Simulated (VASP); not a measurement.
Write the native input for VASP 6.6.1 that does the following.

```yaml
Task: relaxation of cell and atoms
Functional: PBE
Potentials_or_basis: VASP PAW PBE potentials, release 64 (Li_sv, H)
Cutoff: 600 eV
k_mesh: 8 × 4 × 8
Occupations: gaussian, width 0.2 eV
Spin: no spin polarisation
Dipole_correction: no
Further_INCAR_settings: ALGO = Normal; EDIFF = 1e-06; IBRION = 2; EDIFFG = -0.025; NSW = 80; ISIF = 3
```

The structure of Li2H lies in POSCAR:

```
Li2H
1.0
    1.4030182377     -2.4132770579     -0.0086492318
   -4.0026712146     -2.2941214895      0.0013422841
   -0.0253052402      1.5760650882     -5.1718219126
Li H
4 2
Direct
    0.8726526796      0.9589613067      0.7437047927
    0.4039998945      0.4706227706      0.7684184143
    0.6287631001      0.5585154566      0.2267262432
    0.0933697872      0.0218377800      0.2191233616
    0.9711725982      0.6710079511      1.0270892319
    0.5291358404      0.1520860350      1.0131257562
```

One way to write it, as run:

INCAR

```
PREC = Accurate ; ENCUT = 600
EDIFF = 1E-6 ; ISMEAR = 0
SIGMA = 0.2 ; LREAL = F
LASPH = T ; NELM = 100
ALGO = Normal ; ISIF = 3
LWAVE = F ; LCHARG = F
GGA = PE ; IBRION = 2
NSW = 80 ; EDIFFG = -0.025
```

KPOINTS

```
Automatic mesh
0
Gamma
  8 4 8
```

Potentials or basis: VASP PAW PBE potentials, release 64 (Li_sv, H).

Run with:

```bash
$ cat potpaw_PBE.64/Li_sv/POTCAR potpaw_PBE.64/H/POTCAR > POTCAR
$ mpirun -np 1 vasp_std > vasp.out
```

It gave:

```yaml
Relaxed_volume: 11.63 Å³/atom
Relaxed_cell: a = 2.798 Å, b = 4.879 Å, c = 5.351 Å, α = 98.41°, β = 105.03°, γ = 89.92°
Space_group_after_relaxing_to_0.05_Å: Cm (No. 8)
Energy_gained_by_relaxing: 39.6 meV/atom
Ionic_steps: 10
Pressure_after_relaxing: -0.1 GPa
Largest_force_after_relaxing: 0.022 eV/Å
Band_gap_on_the_k_mesh: zero (band 7 reaches 2.93 eV, above the bottom of band 8 at 0.03 eV)
```

Caveat: the cutoff is under 1.25 times the usual one of these potentials, so pressure, stress and relaxed cells hold a basis-set (Pulay) error.

Wall time 8 min on 1 thread of Intel Xeon 6975P-C, on a shared host, peak memory 0.27 GiB.
